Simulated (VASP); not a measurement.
Lu4C3:

```
Lu C
1.0
     5.18668    0.00000    0.00000
     0.00000    5.18668    0.00000
     0.00000    0.00000    5.18668
Lu C
4 3
Direct
  0.50000 0.00000 0.00000
  0.00000 0.50000 0.00000
  0.00000 0.00000 0.50000
  0.50000 0.50000 0.50000
  0.00000 0.50000 0.50000
  0.50000 0.00000 0.50000
  0.50000 0.50000 0.00000
```

- Program: VASP 6.6.1
- Task: relaxation of cell and atoms
- Functional: PBE
- Potentials or basis: VASP PAW PBE potentials, release 64 (Lu, C)
- Cutoff: 600 eV
- k mesh: 4 × 4 × 4
- Occupations: gaussian, width 0.1 eV
- Spin: no spin polarisation

At the start: pressure -14.3 GPa; volume 19.93 Å³/atom.

Q: Where does the relaxation end?

A: Over 4 steps the energy falls by 157.8 meV/atom and the volume is 16.81 Å³/atom (-15.7 %); space group Pm-3m (No. 221, to 0.05 Å).

The path:
| step | energy change (eV) | largest force (eV/Å) | pressure (GPa) | volume (Å³) |
| --- | --- | --- | --- | --- |
| 1 | 0.0000 | 0.0000 | -14.30 | 139.53 |
| 2 | -0.6334 | 0.0000 | 14.75 | 106.60 |
| 3 | -1.1047 | 0.0000 | -0.38 | 118.07 |
| 4 | -1.1046 | 0.0000 | 0.21 | 117.67 |

Final structure:
```
CELL_PARAMETERS angstrom
4.90023 0.00000 0.00000
0.00000 4.90023 0.00000
0.00000 0.00000 4.90023
ATOMIC_POSITIONS crystal
Lu 0.50000 0.00000 0.00000
Lu 0.00000 0.50000 0.00000
Lu 0.00000 0.00000 0.50000
Lu 0.50000 0.50000 0.50000
C 0.00000 0.50000 0.50000
C 0.50000 0.00000 0.50000
C 0.50000 0.50000 0.00000
```

Caveat: the volume moved by over 15 % at a fixed basis, so the end points are rough.
